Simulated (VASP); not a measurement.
## La: single point with LDA

The system is La.

```
La
1.0
    -2.12383    2.12383    2.12383
     2.12383   -2.12383    2.12383
     2.12383    2.12383   -2.12383
La
1
Direct
  0.00000 0.00000 0.00000
```

This isn't the form of La at room conditions, which is double hcp.

```json
{
 "Program": "VASP 6.6.1",
 "Task": "single point",
 "Functional": "LDA",
 "Potentials or basis": "VASP PAW LDA potentials, release 64 (La)",
 "Cutoff": "520 eV",
 "k mesh": "9 × 9 × 9",
 "Occupations": "fermi-dirac, width 0.05 eV",
 "Spin": "no spin polarisation"
}
```

| Property | Result |
| --- | --- |
| Pressure | -3.9 GPa |
| Band gap on the k mesh | zero (an odd number of electrons rules out a gap without spin polarisation) |

Levels at points of the mesh, in eV from the Fermi level:
```
           k point  band 3  band 4  band 5  band 6  band 7  band 8
(0.00, 0.00, 0.00)  -15.85  -15.85   -3.21    1.30    1.30    1.30
```

Wall time 49 s on 1 thread of Intel Xeon 8259CL, with other jobs on the host, peak memory 0.16 GiB.

Caveat: the cell stands under tension; spin-orbit coupling is left out, which moves the levels of the heavy elements.
